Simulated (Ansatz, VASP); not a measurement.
# One calculation of Ga3BAs4, two programs

The input POSCAR:

```
Ga3BAs4
1.0
    5.5042243079      0.0000000000      0.0000000000
    0.0000000000      5.5042243079      0.0000000000
    0.0000000000      0.0000000000      5.5042243079
B As Ga
1 4 3
Direct
    0.0000000000      0.0000000000      0.0000000000
    0.2290595190      0.2290595190      0.2290595190
    0.7709404810      0.7709404810      0.2290595190
    0.7709404810      0.2290595190      0.7709404810
    0.2290595190      0.7709404810      0.7709404810
    0.5000000000      0.5000000000      0.0000000000
    0.5000000000      0.0000000000      0.5000000000
    0.0000000000      0.5000000000      0.5000000000
```

INCAR.step1

```
SYSTEM = Ga3BAs4
PREC = Accurate ; ENCUT = 520
ISMEAR = 0 ; SIGMA = 0.01
LREAL = .FALSE. ; LASPH = .TRUE.
NELM = 100 ; NBANDS = 41
GGA = PE ; ALGO = Normal
EDIFF = 1E-4 ; LWAVE = .TRUE.
LCHARG = .FALSE.
```

The input INCAR.step2:

```
SYSTEM = Ga3BAs4
PREC = Accurate ; ENCUT = 520
EDIFF = 1E-6 ; ISMEAR = 0
SIGMA = 0.01 ; LREAL = .FALSE.
LASPH = .TRUE. ; NELM = 100
ALGO = Normal ; ISIF = 2
LWAVE = .FALSE. ; LCHARG = .FALSE.
METAGGA = R2SCAN ; LMIXTAU = .TRUE.
NBANDS = 41 ; ISTART = 1
```

KPOINTS

```
regular mesh
0
G
  4 4 4
  0 0 0
```

Input for Ansatz:

```yaml
crystal:
  lattice:
    - [5.5042243079, 0.0, 0.0]
    - [0.0, 5.5042243079, 0.0]
    - [0.0, 0.0, 5.5042243079]
  atoms:
    - { symbol: B, position: [0.0, 0.0, 0.0] }
    - { symbol: As, position: [0.229059519, 0.229059519, 0.229059519] }
    - { symbol: Ga, position: [0.5, 0.5, 0.0] }
    - { symbol: As, position: [0.770940481, 0.770940481, 0.229059519] }
    - { symbol: Ga, position: [0.5, 0.0, 0.5] }
    - { symbol: As, position: [0.770940481, 0.229059519, 0.770940481] }
    - { symbol: Ga, position: [0.0, 0.5, 0.5] }
    - { symbol: As, position: [0.229059519, 0.770940481, 0.770940481] }
kpoints:
  mp_grid: { grid: [4, 4, 4] }
hamiltonian:
  xc: r2scan
scf:
  occupations: { method: fixed }
  n_extra_bands: 6
output:
  forces: true
  stress: true
  eigenvalues: true
```

Alike in both runs: task single point; functional r2SCAN; k mesh 4 × 4 × 4; no spin polarisation.

|  | VASP | Ansatz |
| --- | --- | --- |
| version | VASP 6.6.1 | Ansatz 0.2.0 |
| potentials or method | VASP PAW PBE potentials, release 64 (B, As, Ga_d) | plane waves, PAW |
| plane-wave cutoff (eV) | 520 | 500 |
| occupations | gaussian, width 0.01 eV | fixed |
| valence electrons in the cell | 62 | 102 |

|  | VASP | Ansatz | Ansatz less VASP |
| --- | --- | --- | --- |
| gap on the k mesh at the Fermi level (eV) | 0.74 | 0.74 | +0.001 |
| pressure (GPa) | -2.2 | -2.3 | -0.09 |
| rms of the force components (eV/Å) | 0.005 | 0.005 | +0.0008 |

VASP's potentials were made for PBE, not for r2SCAN. VASP's potentials hold 62 valence electrons a cell and Ansatz's 102, so a difference there can come from the potentials and not from the codes.
